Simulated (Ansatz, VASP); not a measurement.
**W: VASP beside Ansatz**

The input INCAR:

```
PREC = Accurate
ENCUT = 520
EDIFF = 1E-8
ISMEAR = -1
SIGMA = 0.03
LREAL = False
LASPH = True
NELM = 100
ALGO = Normal
ISIF = 2
LWAVE = False
LCHARG = False
GGA = PS
LEFG = True
NBANDS = 13
```

Contents of KPOINTS:

```
Automatic mesh
0
Gamma
  14 14 14
```

The input POSCAR:

```
W
1.0
   -1.5973000000      1.5973000000      1.5973000000
    1.5973000000     -1.5973000000      1.5973000000
    1.5973000000      1.5973000000     -1.5973000000
W
1
Direct
    0.0000000000      0.0000000000      0.0000000000
```

Input for Ansatz:

```yaml
crystal:
  lattice:
    - [-1.5973, 1.5973, 1.5973]
    - [1.5973, -1.5973, 1.5973]
    - [1.5973, 1.5973, -1.5973]
  atoms:
    - { symbol: W, position: [0.0, 0.0, 0.0] }
kpoints:
  mp_grid: { grid: [14, 14, 14] }
  band_path:
    path:
      - [0.0, 0.0, 0.0]
      - [0.5, -0.5, 0.5]
      - [0.0, 0.0, 0.5]
      - [0.0, 0.0, 0.0]
      - [0.25, 0.25, 0.25]
      - [0.5, -0.5, 0.5]
      - [0.25, 0.25, 0.25]
      - [0.0, 0.0, 0.5]
    npoints: 5
scf:
  occupations: { method: fermi_dirac, width: 0.03 }
hamiltonian:
  xc: pbesol
  pseudopotentials: { kind: paw }
output:
  forces: true
  stress: true
  eigenvalues: true
  efg: { contact_densities: true }
```

Alike in both runs: task electric field gradients; functional PBEsol; k mesh 14 × 14 × 14; occupations fermi-dirac, width 0.03 eV; no spin polarisation.

|  | VASP | Ansatz |
| --- | --- | --- |
| version | VASP 6.6.1 | Ansatz 0.2.0 |
| potentials or method | VASP PAW PBE potentials, release 64 (W_sv) | PAW with Ansatz's default frozen-core files, scalar-relativistic |
| plane-wave cutoff (eV) | 520 | 420 |
| valence electrons in the cell | 14 | 14 |

```csv
,VASP,Ansatz,Ansatz less VASP
pressure (GPa),-10.5,-10.9,-0.48
```

VASP's potentials were made for PBE, not for PBEsol. With one functional, cell and mesh, what is left measures potentials, basis and numerics.

Spin-orbit coupling is off throughout.
